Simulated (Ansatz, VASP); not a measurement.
**One calculation of Pb, two programs**

The input INCAR:

```
SYSTEM = Pb
  ALGO = Normal
  EDIFF = 1E-7
  ENCUT = 520
  GGA = PS
  ISIF = 2
  ISMEAR = -1
  ISPIN = 2
  ISYM = 0
  LASPH = .True.
  LCHARG = .False.
  LORBIT = 11
  LREAL = .False.
  LWAVE = .False.
  MAGMOM = 2
  NBANDS = 17
  NELM = 150
  PREC = Accurate
  SIGMA = 0.01
```

File KPOINTS:

```
k-points
0
Gamma
  1 1 1
  0 0 0
```

Contents of POSCAR:

```
Pb
1.0
   14.0000000000      0.0000000000      0.0000000000
    0.0000000000     14.4000000000      0.0000000000
    0.0000000000      0.0000000000     14.8000000000
Pb
1
Direct
    0.5000000000      0.5000000000      0.5000000000
```

Input for Ansatz:

```yaml
crystal:
  lattice:
    - [14.0, 0.0, 0.0]
    - [0.0, 14.4, 0.0]
    - [0.0, 0.0, 14.8]
  atoms:
    - { symbol: Pb, position: [0.5, 0.5, 0.5], spin: 2.0 }
  symmetry: { detect: false, time_reversal: true }
hamiltonian:
  xc: pbesol
  pseudopotentials:
    kind: paw
    azcp:
      Pb: "pseudopotentials/Pb.paw.azcp"
basis:
  ecutwfc: 420
  fft_grid_basis: typed
kpoints:
  mp_grid: { grid: [1, 1, 1], shift: [0, 0, 0] }
magnetization:
  spin_polarized: true
scf:
  occupations: { method: fermi_dirac, width: 0.01 }
```

Alike in both runs: task single point; functional PBEsol; k mesh 1 × 1 × 1; occupations fermi-dirac, width 0.01 eV; collinear spin.

|  | VASP | Ansatz |
| --- | --- | --- |
| version | VASP 6.6.1 | Ansatz 0.2.0 |
| potentials or method | VASP PAW PBE potentials, release 64 (Pb_d), cutoff 520 eV | plane waves (420 eV) with PAW, scalar-relativistic |
| valence electrons in the cell | 14 | 14 |

Ansatz gave:

| Quantity | Value |
| --- | --- |
| net moment per atom (μB) | 2.00 |
| size of the moment on the site where the two differ most (μB) | 2.00 |

Problem. What did VASP give for the same quantities?

Solution. net moment per atom (μB): 2.00; size of the moment on the site where the two differ most (μB): 0.65.

VASP's potentials were made for PBE, not for PBEsol, and Ansatz warns of the same on its side. Site moments also hang on the region over which each program counts them. Ansatz's warnings: open shared shell at semilocal close.

Neither program's run includes spin-orbit coupling.
